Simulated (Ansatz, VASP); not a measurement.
Two plane-wave programs on K

```xyz
1
Lattice="3.0290 0.0000 0.0000 0.0000 3.0290 0.0000 0.0000 0.0000 3.0290" Properties=species:S:1:pos:R:3 pbc="T T T"
K     0.0000    0.0000    0.0000
```

Change from the starting cell: volume scaled by 0.4, PAW files, core large.

Alike in both runs: task single point; functional LDA; k mesh 9 × 9 × 9; occupations fermi-dirac, width 0.05 eV; no spin polarisation.

|  | VASP | Ansatz |
| --- | --- | --- |
| version | VASP 6.6.1 | Ansatz 0.2.0 |
| potentials or method | VASP PAW LDA potentials, release 64 (K_sv) | PAW with other files of Ansatz's library (core large), scalar-relativistic |
| plane-wave cutoff (eV) | 500 | 420 |
| valence electrons in the cell | 9 | 9 |

VASP gave:

```
pressure (GPa) : 12.9
```

Question: Which values does Ansatz return?

Answer: Pressure (GPa): 12.8.

LDA's correlation is that of Perdew and Zunger in VASP and of Perdew and Wang (1992) in Ansatz. Ansatz's warnings: datasets by core.
